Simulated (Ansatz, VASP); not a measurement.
SiC: VASP beside Ansatz

```
Si C
1.0
     3.07536   -0.02629    0.00000
    -1.56045    2.67648    0.00000
     0.00000    0.00000    5.04811
Si C
2 2
Direct
  0.33355 0.66667 0.49960
  0.66645 0.33333 0.99960
  0.33576 0.66673 0.87540
  0.66424 0.33327 0.37540
```

Change from the starting cell: shear_xy strain -1.7%.

Alike in both runs: task single point; functional r2SCAN; k mesh 12 × 12 × 6; no spin polarisation.

```csv
,VASP,Ansatz
version,VASP 6.6.1,Ansatz 0.2.0
potentials or method,"VASP PAW PBE potentials, release 64 (Si, C)","plane waves, PAW"
plane-wave cutoff (eV),520,500
occupations,"gaussian, width 0.01 eV",fixed
valence electrons in the cell,16,16
```

```tsv
	VASP	Ansatz	Ansatz less VASP
gap on the k mesh at the Fermi level (eV)	2.58	2.58	-0.007
pressure (GPa)	-0.2	0.0	+0.18
traceless stress, the component that is largest in VASP (GPa)	3.67	3.65	-0.019
```

VASP's potentials were made for PBE, not for r2SCAN.
